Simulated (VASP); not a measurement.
The system is GaSb (qlda).

```
Ga Sb
1.0
     0.00000    3.06860    3.06860
     3.06860    0.00000    3.06860
     3.06860    3.06860    0.00000
Ga Sb
1 1
Direct
  0.00000 0.00000 0.00000
  0.25000 0.25000 0.25000
```

| Quantity | Value |
| --- | --- |
| Program | VASP 6.6.1 |
| Task | relaxation of cell and atoms |
| Functional | LDA |
| Potentials or basis | VASP PAW LDA potentials, release 64 (Ga_d, Sb) |
| Cutoff | 600 eV |
| k mesh | 10 × 10 × 10 |
| Occupations | gaussian, width 0.1 eV |
| Spin | no spin polarisation |

At the start: pressure -2.0 GPa; volume 28.89 Å³/atom.

Where does the relaxation end?

Over 3 steps the energy falls by 7.4 meV/atom and the volume is 27.76 Å³/atom (-3.9 %); space group F-43m (No. 216, to 0.05 Å).

The path:
```csv
step,energy change (eV),largest force (eV/Å),pressure (GPa),volume (Å³)
1,0.0000,0.0000,-2.04,57.79
2,-0.0131,0.0000,0.77,54.77
3,-0.0149,0.0000,-0.01,55.52
```

Final structure:
```xyz
2
Lattice="0.0000 3.0279 3.0279 3.0279 0.0000 3.0279 3.0279 3.0279 0.0000" Properties=species:S:1:pos:R:3 pbc="T T T"
Ga    0.0000    0.0000    0.0000
Sb    1.5140    1.5140    1.5140
```
